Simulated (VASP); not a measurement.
Zn: single point with HSE06

Crystal: Zn.

```
Zn
1.0
    -1.56840    1.56840    1.56840
     1.56840   -1.56840    1.56840
     1.56840    1.56840   -1.56840
Zn
1
Direct
  0.00000 0.00000 0.00000
```

This isn't the form of Zn at room conditions, which is hcp.

```json
{
  "Program": "VASP 6.6.1",
  "Task": "single point",
  "Functional": "HSE06",
  "Potentials or basis": "VASP PAW PBE potentials, release 64 (Zn)",
  "Cutoff": "520 eV",
  "k mesh": "10 × 10 × 10",
  "Occupations": "gaussian, width 0.05 eV",
  "Spin": "no spin polarisation"
}
```

- Pressure: -0.1 GPa
- Band gap on the k mesh: zero (bands 6 and 7 overlap by 5.79 eV)

Levels at points of the mesh, in eV from the Fermi level:
| k point | band 3 | band 4 | band 5 | band 6 | band 7 | band 8 | band 9 | band 10 |
| --- | --- | --- | --- | --- | --- | --- | --- | --- |
| (0.00, 0.00, 0.00) | -10.35 | -10.35 | -9.86 | -9.86 | 20.15 | 20.15 | 20.15 | 21.29 |
| (0.50, 0.00, 0.00) | -9.88 | -9.83 | -9.49 | -3.38 | -1.38 | 12.03 | 13.27 | 15.81 |
| (0.50, 0.50, 0.50) | -9.56 | -9.56 | -9.56 | 4.41 | 4.41 | 4.41 | 8.34 | 8.66 |

Run time: 39 min on 2 MPI ranks on Intel(R) Xeon(R) Platinum 8259CL CPU @ 2.50GHz (Skylake/Cascade Lake), on a shared host, peak memory 0.24 GiB a rank.

Caveat: the PAW data sets were made with another functional, which shifts forces and pressure a little.
